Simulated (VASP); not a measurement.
# Cd4SbO (I4/mmm) in VASP: further runs

The runs below take Cd4SbO through single point, relaxation of cell and atoms, with PBE.

All numbers are computed with VASP 6.6.1; they aren't measurements. Logs are shortened: lines on timing, memory, paths and dates and some standing lists are left out, and cuts for length are marked.

### Step 1. The cell of the first run

It takes space group I4/mmm (No. 139, tetragonal). The conventional cell has a = 5.837 Å, b = 5.837 Å, c = 8.197 Å, α = 90.00°, β = 90.00°, γ = 90.00°. Cd (site symmetry -4m2) has 4 Cd at 2.96 Å and 4 Sb at 3.57 Å and 4 O at 3.57 Å within 3.9 Å. Cd (site symmetry 4mm) has 1 O at 1.53 Å within 2.0 Å. Within 3.4 Å of Sb (site symmetry 4/mmm) lie 2 Cd at 2.57 Å. O (site symmetry 4/mmm) has 2 Cd at 1.53 Å within 2.0 Å.

The cell was generated, and may not be a known phase.

### Step 2. Single point, PBE

Contents of INCAR:

```
SYSTEM = Cd4SbO
PREC     = Accurate       ! precision mode
ENCUT    = 520            ! plane-wave cutoff, eV
EDIFF    = 1E-6           ! SCF threshold, eV
ISMEAR   = 0              ! smearing method
SIGMA    = 0.1            ! smearing width, eV
LREAL    = .False.        ! projectors in reciprocal space
LASPH    = .True.         ! aspherical terms in the spheres
NELM     = 100            ! most SCF steps
ALGO     = Normal         ! electronic algorithm
ISIF     = 2              ! what is computed and relaxed
LWAVE    = .False.        ! write WAVECAR
LCHARG   = .False.        ! write CHGCAR
GGA      = PE             ! functional
NBANDS   = 38             ! bands
```

Contents of KPOINTS:

```
regular mesh
0
Gamma
  4 4 4
  0 0 0
```

Contents of POSCAR:

```
Cd4SbO
1.0
   -2.9186441600      2.9186441600      4.0983341900
    2.9186441600     -2.9186441600      4.0983341900
    2.9186441600      2.9186441600     -4.0983341900
Cd Sb O
4 1 1
Direct
    0.7500000000      0.2500000000      0.5000000000
    0.2500000000      0.7500000000      0.5000000000
    0.8136666000      0.8136666000      0.0000000000
    0.1863334000      0.1863334000      0.0000000000
    0.5000000000      0.5000000000      0.0000000000
    0.0000000000      0.0000000000      0.0000000000
```

Potentials or basis: VASP PAW PBE potentials, release 64 (Cd, Sb, O).

Run with:

```bash
$ cat potpaw_PBE.64/Cd/POTCAR potpaw_PBE.64/Sb/POTCAR potpaw_PBE.64/O/POTCAR > POTCAR
$ mpirun -np 1 vasp_std > vasp.out
```

OUTCAR:

```text
SYSTEM = Cd4SbO
   PREC = Accurate
   ENCUT = 520
   EDIFF = 1E-6
   ISMEAR = 0
   LREAL = .False.
   LASPH = .True.
   NELM = 100
   ISIF = 2
   GGA = PE

 ion  position               nearest neighbor table
   1  0.750  0.250  0.500-   4 2.96   3 2.96   3 2.96   4 2.96   5 3.57   5 3.57   5 3.57   5 3.57

   2  0.250  0.750  0.500-   4 2.96   3 2.96   3 2.96   4 2.96   5 3.57   5 3.57   5 3.57   5 3.57

   3  0.814  0.814  0.000-   6 1.53   5 2.57   1 2.96   2 2.96   1 2.96   2 2.96   4 3.05
   4  0.186  0.186  0.000-   6 1.53   5 2.57   1 2.96   2 2.96   1 2.96   2 2.96   3 3.05
   5  0.500  0.500  0.000-   3 2.57   4 2.57   1 3.57   2 3.57   1 3.57   2 3.57   2 3.57   1 3.57
                             2 3.57   1 3.57
   6  0.000  0.000  0.000-   3 1.53   4 1.53

  LATTYP: Found a body centered tetragonal cell.
 ALAT       =     5.8372883200
 C/A-ratio  =     1.4041911125

  Lattice vectors:

 A1 = (  -2.9186441600,   2.9186441600,   4.0983341900)
 A2 = (   2.9186441600,  -2.9186441600,   4.0983341900)
 A3 = (   2.9186441600,   2.9186441600,  -4.0983341900)

Analysis of symmetry for initial positions (statically):
=====================================================================
 Subroutine PRICEL returns:
 Original cell was already a primitive cell.

 Routine SETGRP: Setting up the symmetry group for a
 body centered tetragonal supercell.

 Subroutine GETGRP returns: Found 16 space group operations
 (whereof 16 operations were pure point group operations)
 out of a pool of 16 trial point group operations.

The static configuration has the point symmetry D_4h.

Analysis of symmetry for dynamics (positions and initial velocities):
=====================================================================
 Subroutine PRICEL returns:
 Original cell was already a primitive cell.

 Routine SETGRP: Setting up the symmetry group for a
 body centered tetragonal supercell.

 Subroutine GETGRP returns: Found 16 space group operations
 (whereof 16 operations were pure point group operations)
 out of a pool of 16 trial point group operations.

The dynamic configuration has the point symmetry D_4h.

 Subroutine INISYM returns: Found 16 space group operations
 (whereof 16 operations are pure point group operations),
 and found     1 'primitive' translations

----------------------------------------------------------------------------------------

                                     Primitive cell

  volume of cell :     139.6464

  direct lattice vectors                    reciprocal lattice vectors
    -2.918644160  2.918644160  4.098334190     0.000000000  0.171312422  0.122000788
     2.918644160 -2.918644160  4.098334190     0.171312422  0.000000000  0.122000788
     2.918644160  2.918644160 -4.098334190     0.171312422  0.171312422  0.000000000

  length of vectors
     5.816640835  5.816640835  5.816640835     0.210314379  0.210314379  0.242272351

  position of ions in fractional coordinates (direct lattice)
     0.750000000  0.250000000  0.500000000
     0.250000000  0.750000000  0.500000000
     0.813666600  0.813666600  0.000000000
     0.186333400  0.186333400  0.000000000
     0.500000000  0.500000000  0.000000000
     0.000000000  0.000000000  0.000000000

  ion indices of the primitive-cell ions
   primitive index   ion index
                 1           1
                 2           2
                 3           3
                 4           4
                 5           5
                 6           6

----------------------------------------------------------------------------------------

 KPOINTS: regular mesh

Automatic generation of k-mesh.
 Grid dimensions read from file:
 generate k-points for:    4    4    4

 Generating k-lattice:

  Cartesian coordinates                     Fractional coordinates (reciprocal lattice)
     0.000000000  0.042828105  0.030500197     0.250000000 -0.000000000  0.000000000
     0.042828105  0.000000000  0.030500197    -0.000000000  0.250000000  0.000000000
     0.042828105  0.042828105  0.000000000     0.000000000  0.000000000  0.250000000

  Length of vectors
     0.052578595  0.052578595  0.060568088

  Shift w.r.t. Gamma in fractional coordinates (k-lattice)
     0.000000000  0.000000000  0.000000000

 Subroutine IBZKPT returns following result:
 ===========================================

 Found     13 irreducible k-points:

 Following reciprocal coordinates:
            Coordinates               Weight
  0.000000  0.000000  0.000000      1.000000
  0.250000  0.000000  0.000000      8.000000
  0.500000  0.000000  0.000000      4.000000
  0.250000  0.250000  0.000000      8.000000
  0.500000  0.250000  0.000000     16.000000
 -0.250000  0.250000  0.000000      4.000000
  0.500000  0.500000  0.000000      2.000000
  0.250000  0.250000  0.250000      2.000000
 -0.250000  0.250000  0.250000      4.000000
  0.500000  0.500000  0.250000      4.000000
 -0.250000  0.500000  0.250000      8.000000
 -0.250000 -0.250000  0.250000      2.000000
  0.500000  0.500000  0.500000      1.000000
   k-points           NKPTS =     13   k-points in BZ     NKDIM =     13   number of bands    NBANDS=     38
   number of dos      NEDOS =    301   number of ions     NIONS =      6
   total plane-waves  NPLWV = 110592
   dimension x,y,z NGX =    48 NGY =   48 NGZ =   48
   dimension x,y,z NGXF=    96 NGYF=   96 NGZF=   96
   ions per type =               4   1   1
   NGX,Y,Z   is equivalent  to a cutoff of  13.72, 13.72, 13.72 a.u.
   NGXF,Y,Z  is equivalent  to a cutoff of  27.44, 27.44, 27.44 a.u.
 SYSTEM =  Cd4SbO
   PREC   = accura    normal or accurate (medium, high low for compatibility)
   ISTART =      0    job   : 0-new  1-cont  2-samecut
   ICHARG =      2    charge: 1-file 2-atom 10-const
   ISPIN  =      1    spin polarized calculation?
   LNONCOLLINEAR =      F non collinear calculations
   LSORBIT =      F    spin-orbit coupling
   LASPH  =      T    aspherical Exc in radial PAW
   ENCUT  =  520.0 eV  38.22 Ry    6.18 a.u.  10.82 10.82 10.82*2*pi/ulx,y,z
   NELM   =    100;   NELMIN=  2; NELMDL= -5     # of ELM steps
   EDIFF  = 0.1E-05   stopping-criterion for ELM
   LREAL  =      F    real-space projection
[... 7 lines left out ...]
   TEBEG  =    0.0;   TEEND  =   0.0 temperature during run
   PSTRESS=    0.0 pullay stress
   NELECT =      59.0000    total number of electrons
   NUPDOWN=      -1.0000    fix difference up-down
   EMIN   =  10.00;   EMAX   =-10.00  energy-range for DOS
   EFERMI =   0.00;   METHOD = LEGACY
   ISMEAR =     0;   SIGMA  =   0.10  broadening in eV -4-tet -1-fermi 0-gaus
   EFERMI_NEDOS =   21; number of points for ismear=-14 and -15
   IALGO  =     38    algorithm
   IMIX   =      4    mixing-type and parameters
     AMIX     =   0.40;   BMIX     =  1.00
     AMIX_MAG =   1.60;   BMIX_MAG =  1.00
  volume/ion in A,a.u.               =      23.27       157.06
  Fermi-wavevector in a.u.,A,eV,Ry     =   1.228426  2.321388 20.531601  1.509030
  Thomas-Fermi vector in A             =   2.363352
   LORBIT       =      0    0 simple, 1 ext, 2 COOP (PROOUT), +10 PAW based schemes
   GGA     = PE    functional components
   LHFCALC =     F    Hartree Fock is set to
   AEXX    =    0.0000 exact exchange contribution
   IVDW    =     0    specifies the selected vdW correction
   LEPSILON=     F    determine dielectric tensor
   LRPA    =     F    only Hartree local field effects (RPA)
 non-spin polarized calculation
 Gauss-broadening in eV      SIGMA  =   0.10
  energy-cutoff  :      520.00
  volume of cell :      139.65
 maximum number of plane-waves:      3788
 NGX is ok and might be reduce to    48
   NGX = 21   NGY = 21   NGZ = 21

 number of electron      58.9999990 magnetization

 Free energy of the ion-electron system (eV)
  ---------------------------------------------------
  ext. energy  EPLUGINS =         0.00000000
  ---------------------------------------------------
  free energy    TOTEN  =        -1.09507371 eV

  energy without entropy =       -1.08653778  energy(sigma->0) =       -1.09080575

 E-fermi :   3.2938     XC(G=0):  -9.8818

 val. band max:        3.2546433959   @ k =  -0.2500  -0.2500   0.2500
 cond. band min:       3.4360479637   @ k =  -0.2500   0.5000   0.2500
 fundamental gap:      0.1814045678
 Fermi energy:         3.2937994674

 k-point     1 :       0.0000    0.0000    0.0000
  band No.  band energies     occupation
      1     -19.3824      2.00000
      2     -11.0685      2.00000
      3      -8.3471      2.00000
      4      -8.3471      2.00000
      5      -6.9042      2.00000
      6      -6.8421      2.00000
[... 30 lines left out ...]
     37       8.0013      0.00000
     38       8.1932      0.00000

 k-point     2 :       0.2500    0.0000    0.0000
  band No.  band energies     occupation
      1     -19.3816      2.00000
      2     -11.0932      2.00000
      3      -8.3316      2.00000
      4      -8.3288      2.00000
      5      -6.8110      2.00000
      6      -6.7752      2.00000
[... 30 lines left out ...]
     37       9.0456      0.00000
     38       9.5253      0.00000

 k-point     3 :       0.5000    0.0000    0.0000
  band No.  band energies     occupation
      1     -19.3808      2.00000
      2     -11.1173      2.00000
      3      -8.3144      2.00000
      4      -8.3099      2.00000
      5      -6.8059      2.00000
      6      -6.7859      2.00000
[... 30 lines left out ...]
     37       8.0067      0.00000
[... 330 lines left out ...]
 k-point    12 :      -0.2500   -0.2500    0.2500
  band No.  band energies     occupation
      1     -19.3810      2.00000
      2     -11.1168      2.00000
      3      -8.3110      2.00000
      4      -8.3110      2.00000
      5      -6.8272      2.00000
      6      -6.7728      2.00000
[... 30 lines left out ...]
     37       8.4624      0.00000
     38       8.5819      0.00000

 k-point    13 :       0.5000    0.5000    0.5000
  band No.  band energies     occupation
      1     -19.3787      2.00000
      2     -11.0676      2.00000
      3      -8.3045      2.00000
      4      -8.3045      2.00000
      5      -6.9169      2.00000
      6      -6.8088      2.00000
[... 30 lines left out ...]
     37       9.4765      0.00000
     38       9.4897      0.00000

------------------------ aborting loop because EDIFF is reached ----------------------------------------

  FORCE on cell =-STRESS in cart. coord.  units (eV):
  Direction    XX          YY          ZZ          XY          YZ          ZX
  --------------------------------------------------------------------------------------
  -------------------------------------------------------------------------------------
  Total        4.0312498      4.0312498     99.3720668      0.0000000     -0.0000000      0.0000000
  in kB       46.2509479     46.2509479   1140.1060390      0.0000000     -0.0000000      0.0000000
  external PRESSURE =     410.8693116 kB  Pullay stress =       0.0000000 kB

 VOLUME and BASIS-vectors are now :
 -----------------------------------------------------------------------------
  energy-cutoff  :      520.00
  volume of cell :      139.65
      direct lattice vectors                 reciprocal lattice vectors
    -2.918644160  2.918644160  4.098334190     0.000000000  0.171312422  0.122000788
     2.918644160 -2.918644160  4.098334190     0.171312422  0.000000000  0.122000788
     2.918644160  2.918644160 -4.098334190     0.171312422  0.171312422  0.000000000

 POSITION                                       TOTAL-FORCE (eV/Angst)
 -----------------------------------------------------------------------------------
     -0.00000      2.91864      2.04917        -0.000000     -0.000000     -0.000000
      2.91864     -0.00000      2.04917        -0.000000     -0.000000      0.000000
      0.00000      0.00000      6.66936         0.000000      0.000000    -28.344529
      0.00000      0.00000      1.52731        -0.000000     -0.000000     28.344529
      0.00000      0.00000      4.09833        -0.000000     -0.000000      0.000000
      0.00000      0.00000      0.00000        -0.000000     -0.000000     -0.000000
 -----------------------------------------------------------------------------------
    total drift:                               -0.000000     -0.000000      0.000000

  FREE ENERGIE OF THE ION-ELECTRON SYSTEM (eV)
  ---------------------------------------------------
  free  energy   TOTEN  =        -1.0950737141 eV

  energy  without entropy=       -1.0865377785  energy(sigma->0) =       -1.09080575
```

Wall time 44 s (1 thread of Intel Xeon 6975P-C (Granite Rapids), shared host); peak memory 0.34 GiB.

Results:

```
Free energy            : -1.0951 eV
Pressure               : 41.1 GPa
Largest force          : 28.345 eV/Å
Band gap on the k mesh : zero (an odd number of electrons rules out a gap without spin polarisation)
```

Forces on the atoms (eV/Å):
```
Cd    0.000   0.000   0.000
Cd    0.000   0.000   0.000
Cd    0.000   0.000 -28.345
Cd    0.000   0.000  28.345
Sb    0.000   0.000   0.000
O     0.000   0.000   0.000
```

Stress tensor (GPa, compression positive):
```
  4.63   0.00   0.00
  0.00   4.63   0.00
  0.00   0.00 114.01
```

Levels at points of the mesh, in eV from the Fermi level:
| k point | band 27 | band 28 | band 29 | band 30 | band 31 | band 32 | band 33 | band 34 |
| --- | --- | --- | --- | --- | --- | --- | --- | --- |
| (0.00, 0.00, 0.00) | -2.73 | -1.07 | -1.07 | -0.93 | -0.93 | -0.79 | 1.24 | 2.87 |
| (0.50, 0.00, 0.00) | -2.57 | -1.96 | -1.44 | 0.52 | 1.04 | 1.69 | 2.54 | 3.32 |
| (0.50, 0.50, 0.00) | -3.22 | -2.36 | -2.01 | -0.69 | 1.56 | 3.63 | 4.39 | 4.54 |
| (0.50, 0.50, 0.50) | -2.13 | -1.46 | -1.46 | -0.36 | 1.84 | 2.48 | 2.48 | 2.85 |

Caveat: the stress differs along the axes, from 5 to 114 GPa; spin-orbit coupling is left out, which moves the levels of the heavy elements; an odd number of electrons without spin polarisation forces a metal; a magnetic or distorted state may lie lower.

### Step 3. Single point, PBE

This run uses another cell than the first one, of 28.14 Å³/atom.

Contents of INCAR:

```
ALGO = Normal ; EDIFF = 1E-7
ENCUT = 520 ; GGA = PE
ISIF = 2 ; ISMEAR = 0
LASPH = T ; LCHARG = T
LELF = T ; LREAL = F
LVHAR = T ; LWAVE = F
NBANDS = 38 ; NELM = 80
PREC = Accurate ; SIGMA = 0.1
```

Contents of KPOINTS:

```
k-points
0
Gamma
  4 4 4
```

Contents of POSCAR:

```
Cd4SbO
1.0
   -2.9694810504      2.9694810504      4.7866933759
    2.9694810504     -2.9694810504      4.7866933759
    2.9694810504      2.9694810504     -4.7866933759
Cd Sb O
4 1 1
Direct
    0.7500000000      0.2500000000      0.5000000000
    0.2500000000      0.7500000000      0.5000000000
    0.7908792777      0.7908792777      0.0000000000
    0.2091207223      0.2091207223      0.0000000000
    0.5000000000      0.5000000000      0.0000000000
    0.0000000000      0.0000000000      0.0000000000
```

Potentials or basis: VASP PAW PBE potentials, release 64 (Cd, Sb, O).

Run with:

```bash
$ cat potpaw_PBE.64/Cd/POTCAR potpaw_PBE.64/Sb/POTCAR potpaw_PBE.64/O/POTCAR > POTCAR
$ mpirun -np 1 vasp_std > vasp.out
```

Wall time 54 s (1 thread of Intel Xeon 6975P-C (Granite Rapids), shared host); peak memory 0.35 GiB.

Results (log left out):

```yaml
Free_energy: -10.9694 eV
Pressure: 0.5 GPa
Largest_force: 0.231 eV/Å
Band_gap_on_the_k_mesh: zero (an odd number of electrons rules out a gap without spin polarisation)
```

Forces in eV/Å, atoms in the order of the input:
```
Cd   0.000  0.000  0.000
Cd   0.000  0.000  0.000
Cd   0.000  0.000 -0.231
Cd   0.000  0.000  0.231
Sb   0.000  0.000  0.000
O    0.000  0.000  0.000
```

Stress tensor (GPa, compression positive):
```
0.13 0.00 0.00
0.00 0.13 0.00
0.00 0.00 1.31
```

Levels at points of the mesh, in eV from the Fermi level:
```csv
k point,band 28,band 29,band 30,band 31,band 32,band 33
"(0.00, 0.00, 0.00)",-0.55,-0.39,-0.39,-0.32,-0.32,2.53
"(0.50, 0.00, 0.00)",-0.93,-0.82,0.60,1.46,1.47,2.37
"(0.50, 0.50, 0.00)",-1.53,-0.71,-0.60,1.22,3.42,3.92
"(0.50, 0.50, 0.50)",-0.35,-0.35,0.03,1.46,2.31,2.31
```

Caveat: spin-orbit coupling is left out, which moves the levels of the heavy elements; an odd number of electrons without spin polarisation forces a metal; a magnetic or distorted state may lie lower.

[end of part 1 of 2]

The gap in the log of VASP goes by the Fermi energy; the results here count the filled bands.